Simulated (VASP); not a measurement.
**HfO2: single point with PBE**

HfO2:

```
Hf O
1.0
     3.55802    0.00000    0.00000
     0.00000    3.55802    0.00000
     0.00000    0.00000    5.09428
Hf O
2 4
Direct
  0.50000 0.50000 0.50000
  0.00000 0.00000 0.00000
  0.00000 0.50000 0.69721
  0.50000 0.00000 0.80279
  0.50000 0.00000 0.30279
  0.00000 0.50000 0.19721
```

- Program: VASP 6.6.1
- Task: single point
- Functional: PBE
- Potentials or basis: VASP PAW PBE potentials, release 64 (Hf_pv, O)
- Cutoff: 520 eV
- k mesh: 6 × 6 × 4
- Occupations: gaussian, width 0.02 eV
- Spin: no spin polarisation

* Pressure: 10.4 GPa
* Largest force: 0.232 eV/Å
* Band gap on the k mesh: 4.63 eV (least direct gap 4.72 eV)

Forces on the atoms (eV/Å):
```
Hf   0.000  0.000  0.000
Hf   0.000  0.000  0.000
O    0.000  0.000  0.232
O    0.000  0.000 -0.232
O    0.000  0.000 -0.232
O    0.000  0.000  0.232
```

Stress tensor (GPa, compression positive):
```
 9.00  0.00  0.00
 0.00  9.00  0.00
 0.00  0.00 13.23
```

Levels at points of the mesh, in eV from the valence-band top:
```tsv
k point	band 19	band 20	band 21	band 22	band 23	band 24	band 25	band 26
(0.00, 0.00, 0.00)	-0.66	-0.23	-0.23	-0.09	4.63	4.70	5.91	6.20
(0.50, 0.00, 0.00)	-1.54	-1.54	-0.12	-0.12	5.05	5.05	6.18	6.18
(0.50, 0.50, 0.00)	-0.75	-0.75	-0.65	-0.65	5.70	5.70	6.22	6.22
(0.00, 0.00, 0.50)	-0.70	-0.70	-0.14	-0.14	5.33	5.33	5.74	5.74
(0.50, 0.00, 0.50)	-1.49	-1.49	-1.06	-1.06	5.24	5.24	5.65	5.65
(0.50, 0.50, 0.50)	-1.59	-1.59	-0.19	-0.19	5.92	5.92	6.39	6.39
```

It took 100 s on 1 thread of AMD EPYC 7R13 (shared host), peak memory 0.17 GiB.

Caveat: the cell stands under pressure; spin-orbit coupling is left out, which moves the levels of the heavy elements. A k mesh can miss the band edges.
